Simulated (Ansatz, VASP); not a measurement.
## Two plane-wave programs on Ba

Contents of INCAR:

```
SYSTEM = Ba
PREC = Accurate ; ENCUT = 520
EDIFF = 1E-7 ; ISMEAR = -1
SIGMA = 0.1 ; LREAL = .False.
LASPH = .True. ; NELM = 100
ALGO = Normal ; ISIF = 2
LWAVE = .False. ; LCHARG = .False.
GGA = PE ; NBANDS = 11
```

The input KPOINTS:

```
regular mesh
0
Gamma
  10 10 10
  0 0 0
```

File POSCAR:

```
Ba
1.0
    0.0000000000      2.9997281604      2.9997281604
    2.9997281604      0.0000000000      2.9997281604
    2.9997281604      2.9997281604      0.0000000000
Ba
1
Direct
    0.0000000000      0.0000000000      0.0000000000
```

Input for Ansatz:

```yaml
crystal:
  lattice:
    - [0.0, 2.9997281604, 2.9997281604]
    - [2.9997281604, 0.0, 2.9997281604]
    - [2.9997281604, 2.9997281604, 0.0]
  atoms:
    - { symbol: Ba, position: [0.0, 0.0, 0.0] }
kpoints:
  mp_grid: { grid: [10, 10, 10] }
scf:
  occupations: { method: fermi_dirac, width: 0.1 }
hamiltonian:
  xc: pbe
  pseudopotentials: { kind: paw }
output:
  forces: true
  stress: true
  eigenvalues: true
  populations: true
```

Change from the starting cell: volume scaled by 0.84, PAW files.

Alike in both runs: task single point; functional PBE; k mesh 10 × 10 × 10; occupations fermi-dirac, width 0.1 eV; no spin polarisation.

|  | VASP | Ansatz |
| --- | --- | --- |
| version | VASP 6.6.1 | Ansatz 0.2.0 |
| potentials or method | VASP PAW PBE potentials, release 64 (Ba_sv) | PAW with Ansatz's default frozen-core files, scalar-relativistic |
| plane-wave cutoff (eV) | 520 | 420 |
| valence electrons in the cell | 10 | 10 |

VASP gave:

```
pressure (GPa) : 1.8
```

Problem. Estimate Ansatz's values.

Solution. Pressure (GPa): 1.7.

The functional is the same, so the differences come from potentials, cutoffs and numerics.

Spin-orbit coupling is off throughout.
